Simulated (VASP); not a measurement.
Ir:

```
Ir
1.0
     0.00000    1.91328    1.91328
     1.91328    0.00000    1.91328
     1.91328    1.91328    0.00000
Ir
1
Direct
  0.00000 0.00000 0.00000
```

This cell differs from its parent crystal: volume scaled by 0.99.

Base run:

```yaml
Program: VASP 6.6.1
Functional: PBEsol
Potentials_or_basis: VASP PAW PBE potentials, release 64 (Ir)
Cutoff: 520 eV
k_mesh: 15 × 15 × 15
Occupations: fermi-dirac, width 0.05 eV
Spin: no spin polarisation
```

Its results: pressure 2.1 GPa.

Task: The run is repeated on the same cell with these changes: potentials or basis from VASP PAW PBE potentials, release 64 (Ir) to VASP PAW PBE potentials, release 64 (Ir_sv_GW); cutoff from 520 eV to 420 eV; further incar settings from ALGO = Normal; EDIFF = 1e-08; NBANDS = 10 to ALGO = Normal; EDIFF = 1e-08; NBANDS = 14; valence electrons from 9 to 17. What comes out?

Result: Pressure -1.2 GPa.

Caveats: the PAW data sets were made with another functional, which shifts forces and pressure a little.
